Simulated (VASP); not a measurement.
# CdS (F-43m) in VASP: a series of runs

CdS is run at these levels: PBEsol, BHLYP; tasks: single point.

Program: VASP 6.6.1. These are calculated values, not measurements. Logs are shortened: lines on timing, memory, paths and dates and some standing lists are left out, and cuts for length are marked.

## (1) The cell of the first run

Symmetry: F-43m, No. 216, cubic system. Conventional cell: a = 5.833 Å, b = 5.833 Å, c = 5.833 Å, α = 90.00°, β = 90.00°, γ = 90.00°. Within 3.3 Å of Cd (site symmetry -43m) lie 4 S at 2.53 Å. S (site symmetry -43m) has 4 Cd at 2.53 Å within 3.3 Å.

## (2) Single point, PBEsol, non-collinear spin, zero start, spin-orbit coupling

INCAR

```
SYSTEM = CdS
PREC = Accurate
ENCUT = 520
EDIFF = 1E-7
ISMEAR = -1
SIGMA = 0.05
LREAL = .FALSE.
LASPH = .TRUE.
NELM = 150
ALGO = Normal
ISIF = 2
LWAVE = .FALSE.
LCHARG = .TRUE.
MAGMOM = 0 0 0 0 0 0
LORBIT = 11
LSORBIT = .TRUE.
GGA_COMPAT = .FALSE.
LORBMOM = .TRUE.
GGA = PS
LVHAR = .TRUE.
NBANDS = 30
```

KPOINTS

```
regular mesh
0
G
  8 8 8
  0 0 0
```

POSCAR

```
CdS
1.0
    0.0000000000      2.9165000000      2.9165000000
    2.9165000000      0.0000000000      2.9165000000
    2.9165000000      2.9165000000      0.0000000000
Cd S
1 1
Direct
    0.0000000000      0.0000000000      0.0000000000
    0.7500000000      0.7500000000      0.7500000000
```

Potentials or basis: VASP PAW PBE potentials, release 64 (Cd, S).

The run is started by

```sh
> cat potpaw_PBE.64/Cd/POTCAR potpaw_PBE.64/S/POTCAR > POTCAR
> mpirun -np 1 vasp_ncl > vasp.out
```

OUTCAR:

```text
SYSTEM = CdS
   PREC = Accurate
   ENCUT = 520
   EDIFF = 1E-7
   ISMEAR = -1
   LREAL = .FALSE.
   LASPH = .TRUE.
   NELM = 150
   ISIF = 2
   LORBIT = 11
   LSORBIT = .TRUE.
   GGA = PS

 ion  position               nearest neighbor table
   1  0.000  0.000  0.000-   2 2.53   2 2.53   2 2.53   2 2.53
   2  0.750  0.750  0.750-   1 2.53   1 2.53   1 2.53   1 2.53

  LATTYP: Found a face centered cubic cell.
 ALAT       =     5.8330000000

  Lattice vectors:

 A1 = (   0.0000000000,   2.9165000000,   2.9165000000)
 A2 = (   2.9165000000,   0.0000000000,   2.9165000000)
 A3 = (   2.9165000000,   2.9165000000,   0.0000000000)

Analysis of symmetry for initial positions (statically):
=====================================================================
 Subroutine PRICEL returns:
 Original cell was already a primitive cell.

 Routine SETGRP: Setting up the symmetry group for a
 face centered cubic supercell.

 Subroutine GETGRP returns: Found 24 space group operations
 (whereof 24 operations were pure point group operations)
 out of a pool of 48 trial point group operations.

The static configuration has the point symmetry T_d .

Analysis of symmetry for dynamics (positions and initial velocities):
=====================================================================
 Subroutine PRICEL returns:
 Original cell was already a primitive cell.

 Routine SETGRP: Setting up the symmetry group for a
 face centered cubic supercell.

 Subroutine GETGRP returns: Found 24 space group operations
 (whereof 24 operations were pure point group operations)
 out of a pool of 48 trial point group operations.

The dynamic configuration has the point symmetry T_d .

Analysis of structural, dynamic, and magnetic symmetry:
=====================================================================
 Subroutine PRICEL returns:
 Original cell was already a primitive cell.

 Routine SETGRP: Setting up the symmetry group for a
 face centered cubic supercell.

 Subroutine GETGRP returns: Found 24 space group operations
 (whereof 24 operations were pure point group operations)
 out of a pool of 48 trial point group operations.

The overall configuration has the point symmetry T_d .

 Subroutine INISYM returns: Found 24 space group operations
 (whereof 24 operations are pure point group operations),
 and found     1 'primitive' translations

----------------------------------------------------------------------------------------

                                     Primitive cell

  volume of cell :      49.6153

  direct lattice vectors                    reciprocal lattice vectors
     0.000000000  2.916500000  2.916500000    -0.171438368  0.171438368  0.171438368
     2.916500000  0.000000000  2.916500000     0.171438368 -0.171438368  0.171438368
     2.916500000  2.916500000  0.000000000     0.171438368  0.171438368 -0.171438368

  length of vectors
     4.124553855  4.124553855  4.124553855     0.296939964  0.296939964  0.296939964

  position of ions in fractional coordinates (direct lattice)
     0.000000000  0.000000000  0.000000000
     0.750000000  0.750000000  0.750000000

  ion indices of the primitive-cell ions
   primitive index   ion index
                 1           1
                 2           2

----------------------------------------------------------------------------------------

 KPOINTS: regular mesh

Automatic generation of k-mesh.
 Grid dimensions read from file:
 generate k-points for:    8    8    8

 Generating k-lattice:

  Cartesian coordinates                     Fractional coordinates (reciprocal lattice)
    -0.021429796  0.021429796  0.021429796     0.125000000  0.000000000  0.000000000
     0.021429796 -0.021429796  0.021429796     0.000000000  0.125000000  0.000000000
     0.021429796  0.021429796 -0.021429796     0.000000000  0.000000000  0.125000000

  Length of vectors
     0.037117495  0.037117495  0.037117495

  Shift w.r.t. Gamma in fractional coordinates (k-lattice)
     0.000000000  0.000000000  0.000000000

 Subroutine IBZKPT returns following result:
 ===========================================

 Found     43 irreducible k-points:

 Following reciprocal coordinates:
            Coordinates               Weight
  0.000000  0.000000  0.000000      1.000000
  0.125000  0.000000  0.000000      4.000000
 -0.125000  0.000000  0.000000      4.000000
  0.250000  0.000000  0.000000      4.000000
 -0.250000  0.000000  0.000000      4.000000
  0.375000  0.000000  0.000000      4.000000
[... 16 lines left out ...]
 -0.375000 -0.250000  0.000000     12.000000
[... 26 lines left out ...]
   ISIF   =      2    stress and relaxation
   ISYM   =      2    0-nonsym 1-usesym 2-fastsym
   POTIM  = 0.5000    time-step for ionic-motion
   TEBEG  =    0.0;   TEEND  =   0.0 temperature during run
   PSTRESS=    0.0 pullay stress
   NELECT =      18.0000    total number of electrons
   NUPDOWN=      -1.0000    fix difference up-down
   EMIN   =  10.00;   EMAX   =-10.00  energy-range for DOS
   EFERMI =   0.00;   METHOD = LEGACY
   ISMEAR =    -1;   SIGMA  =   0.05  broadening in eV -4-tet -1-fermi 0-gaus
   EFERMI_NEDOS =   21; number of points for ismear=-14 and -15
   IALGO  =     38    algorithm
   IMIX   =      4    mixing-type and parameters
     AMIX     =   0.40;   BMIX     =  1.00
     AMIX_MAG =   1.60;   BMIX_MAG =  1.00
  volume/ion in A,a.u.               =      24.81       167.41
  Fermi-wavevector in a.u.,A,eV,Ry     =   1.167599  2.206442 18.548649  1.363287
  Thomas-Fermi vector in A             =   2.304097
   LORBIT       =     11    0 simple, 1 ext, 2 COOP (PROOUT), +10 PAW based schemes
   GGA     = PS    functional components
   LHFCALC =     F    Hartree Fock is set to
   AEXX    =    0.0000 exact exchange contribution
   IVDW    =     0    specifies the selected vdW correction
   LEPSILON=     F    determine dielectric tensor
   LRPA    =     F    only Hartree local field effects (RPA)
  energy-cutoff  :      520.00
  volume of cell :       49.62
 maximum number of plane-waves:      2726
   NGX = 15   NGY = 15   NGZ = 15

 number of electron      18.0000004 magnetization       0.0000000      0.0000000      0.0000000

 number of electron      18.0000004 magnetization      -0.0000000     -0.0000000     -0.0000000

 number of electron      18.0000004 magnetization       0.0000000     -0.0000000     -0.0000000

 number of electron      18.0000004 magnetization      -0.0000000      0.0000000      0.0000000

 Free energy of the ion-electron system (eV)
  ---------------------------------------------------
  ext. energy  EPLUGINS =         0.00000000
  ---------------------------------------------------
  free energy    TOTEN  =        -6.84328975 eV

  energy without entropy =       -6.84328933  energy(sigma->0) =       -6.84328954

 E-fermi :   1.7558     XC(G=0):  -9.3783

 val. band max:        1.2258439823   @ k =   0.0000   0.0000   0.0000
 cond. band min:       2.2196466050   @ k =   0.0000   0.0000   0.0000
 fundamental gap:      0.9938026227
 Fermi energy:         1.7557843814

 k-point     1 :       0.0000    0.0000    0.0000
  band No.  band energies     occupation
      1     -11.1744      1.00000
      2     -11.1744      1.00000
      3      -6.7765      1.00000
      4      -6.7765      1.00000
      5      -6.7765      1.00000
      6      -6.7765      1.00000
[... 781 lines left out ...]
     29      13.8377      0.00000
     30      13.8485      0.00000

 [... further k-points ...]

------------------------ aborting loop because EDIFF is reached ----------------------------------------

  FORCE on cell =-STRESS in cart. coord.  units (eV):
  Direction    XX          YY          ZZ          XY          YZ          ZX
  --------------------------------------------------------------------------------------
  -------------------------------------------------------------------------------------
  Total        0.0265131      0.0265131      0.0265131      0.0000000     -0.0000000      0.0000000
  in kB        0.8561608      0.8561608      0.8561608      0.0000000     -0.0000000      0.0000000
  external PRESSURE =       0.8561608 kB  Pullay stress =       0.0000000 kB

 VOLUME and BASIS-vectors are now :
 -----------------------------------------------------------------------------
  energy-cutoff  :      520.00
  volume of cell :       49.62
      direct lattice vectors                 reciprocal lattice vectors
     0.000000000  2.916500000  2.916500000    -0.171438368  0.171438368  0.171438368
     2.916500000  0.000000000  2.916500000     0.171438368 -0.171438368  0.171438368
     2.916500000  2.916500000  0.000000000     0.171438368  0.171438368 -0.171438368

 POSITION                                       TOTAL-FORCE (eV/Angst)
 -----------------------------------------------------------------------------------
      0.00000      0.00000      0.00000         0.000000      0.000000      0.000000
      4.37475      4.37475      4.37475        -0.000000     -0.000000     -0.000000
 -----------------------------------------------------------------------------------
    total drift:                               -0.000000     -0.000000     -0.000000

  FREE ENERGIE OF THE ION-ELECTRON SYSTEM (eV)
  ---------------------------------------------------
  free  energy   TOTEN  =        -6.8432897531 eV

  energy  without entropy=       -6.8432893328  energy(sigma->0) =       -6.84328954

 orbital moment (x)

 # of ion     p       d       tot
 ----------------------------------------
  1        -0.000   0.000   0.000
  2        -0.000   0.000  -0.000
 ----------------------------------------
           -0.000   0.000   0.000

 orbital moment (y)

 # of ion     p       d       tot
 ----------------------------------------
  1        -0.000  -0.000  -0.000
  2        -0.000   0.000  -0.000
 ----------------------------------------
           -0.000  -0.000  -0.000

 orbital moment (z)

 # of ion     p       d       tot
 ----------------------------------------
  1         0.000   0.000   0.000
  2         0.000   0.000   0.000
 ----------------------------------------
            0.000   0.000   0.000

 Spin-Orbit-Coupling matrix elements

 Ion:    1  E_soc:     -0.0575595
 l=   1
     0.0000000    -0.0025355    -0.0025355
    -0.0025355     0.0000000    -0.0025355
    -0.0025355    -0.0025355     0.0000000
 l=   2
     0.0000000    -0.0014403     0.0000000    -0.0014403    -0.0056175
    -0.0014403     0.0000000    -0.0042131    -0.0014403    -0.0014044
     0.0000000    -0.0042131     0.0000000    -0.0042131     0.0000000
    -0.0014403    -0.0014403    -0.0042131     0.0000000    -0.0014044
    -0.0056175    -0.0014044     0.0000000    -0.0014044     0.0000000
 l=   3
     0.0000000     0.0000000     0.0000000     0.0000000     0.0000000     0.0000000     0.0000000
     0.0000000     0.0000000     0.0000000     0.0000000     0.0000000     0.0000000     0.0000000
     0.0000000     0.0000000     0.0000000     0.0000000     0.0000000     0.0000000     0.0000000
     0.0000000     0.0000000     0.0000000     0.0000000     0.0000000     0.0000000     0.0000000
     0.0000000     0.0000000     0.0000000     0.0000000     0.0000000     0.0000000     0.0000000
     0.0000000     0.0000000     0.0000000     0.0000000     0.0000000     0.0000000     0.0000000
     0.0000000     0.0000000     0.0000000     0.0000000     0.0000000     0.0000000     0.0000000

 Ion:    2  E_soc:     -0.0021374
 l=   1
     0.0000000    -0.0003562    -0.0003562
    -0.0003562     0.0000000    -0.0003562
    -0.0003562    -0.0003562     0.0000000
 l=   2
     0.0000000     0.0000000     0.0000000     0.0000000     0.0000000
     0.0000000     0.0000000     0.0000000     0.0000000     0.0000000
     0.0000000     0.0000000     0.0000000     0.0000000     0.0000000
     0.0000000     0.0000000     0.0000000     0.0000000     0.0000000
     0.0000000     0.0000000     0.0000000     0.0000000     0.0000000
 l=   3
     0.0000000     0.0000000     0.0000000     0.0000000     0.0000000     0.0000000     0.0000000
     0.0000000     0.0000000     0.0000000     0.0000000     0.0000000     0.0000000     0.0000000
     0.0000000     0.0000000     0.0000000     0.0000000     0.0000000     0.0000000     0.0000000
     0.0000000     0.0000000     0.0000000     0.0000000     0.0000000     0.0000000     0.0000000
     0.0000000     0.0000000     0.0000000     0.0000000     0.0000000     0.0000000     0.0000000
     0.0000000     0.0000000     0.0000000     0.0000000     0.0000000     0.0000000     0.0000000
     0.0000000     0.0000000     0.0000000     0.0000000     0.0000000     0.0000000     0.0000000

 total charge

# of ion       s       p       d       tot
------------------------------------------
    1        0.432   0.333   9.560  10.324
    2        1.318   2.374   0.000   3.692
--------------------------------------------------
tot          1.749   2.707   9.560  14.016

 magnetization (x)

# of ion       s       p       d       tot
------------------------------------------
    1       -0.000   0.000   0.000   0.000
    2       -0.000   0.000   0.000   0.000
--------------------------------------------------
tot         -0.000   0.000   0.000   0.000

 magnetization (y)

# of ion       s       p       d       tot
------------------------------------------
    1        0.000   0.000  -0.000  -0.000
    2        0.000  -0.000   0.000  -0.000
--------------------------------------------------
tot          0.000  -0.000  -0.000  -0.000

 magnetization (z)

# of ion       s       p       d       tot
------------------------------------------
    1       -0.000   0.000  -0.000  -0.000
    2        0.000   0.000   0.000   0.000
--------------------------------------------------
tot          0.000   0.000  -0.000   0.000
```

Wall time 2.3 min (1 thread of Intel Xeon Platinum 8259CL at 2.50GHz (Skylake/Cascade Lake), shared host); peak memory 0.35 GiB.

Results:

```
Free energy                                           : -6.8433 eV
Pressure                                              : 0.1 GPa
Net moment                                            : 0.00 μB per cell
Valence electrons inside the program's atomic spheres : Cd 10.32; S 3.69
```

Moments on the atoms (μB; x, y, z):
```
Cd  0.00 0.00 0.00
S   0.00 0.00 0.00
```

Caveat: the PAW data sets were made with another functional, which shifts forces and pressure a little.

(Part 1 of 3 ends here.)
